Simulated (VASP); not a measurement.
A run of VASP 6.6.1:

File INCAR:

```
SYSTEM = ScSi2
PREC = Accurate
ENCUT = 520
EDIFF = 1E-6
ISMEAR = -1
SIGMA = 0.05
LREAL = .FALSE.
LASPH = .TRUE.
NELM = 80
ALGO = Normal
ISIF = 2
LWAVE = .FALSE.
LCHARG = .FALSE.
GGA = PE
IBRION = 2
NSW = 80
EDIFFG = -0.02
```

Contents of KPOINTS:

```
regular mesh
0
G
  9 9 7
  0 0 0
```

POSCAR

```
ScSi2
1.0
    3.6599987106      0.0000000000      0.0000000000
   -1.8299993553      3.1696518612      0.0000000000
    0.0000000000      0.0000000000      3.8700000000
Sc Si
1 2
Direct
    0.0000000000      0.0000000000      0.0000000000
    0.3333333333      0.6666666667      0.5000000000
    0.6666666667      0.3333333333      0.5000000000
```

Potentials or basis: VASP PAW PBE potentials, release 64 (Sc_sv, Si).

Launch:

```sh
$ cat potpaw_PBE.64/Sc_sv/POTCAR potpaw_PBE.64/Si/POTCAR > POTCAR
$ mpirun -np 1 vasp_std > vasp.out
```

Hardware: 1 thread of Intel(R) Xeon(R) Platinum 8488C (Sapphire Rapids), on a shared host.

Q: Estimate the wall time of this run.

A: Run time: 24 s on 1 thread of Intel(R) Xeon(R) Platinum 8488C (Sapphire Rapids), on a shared host, peak memory 0.17 GiB. Counts: scf iterations 13, k points 48, ion steps 1.
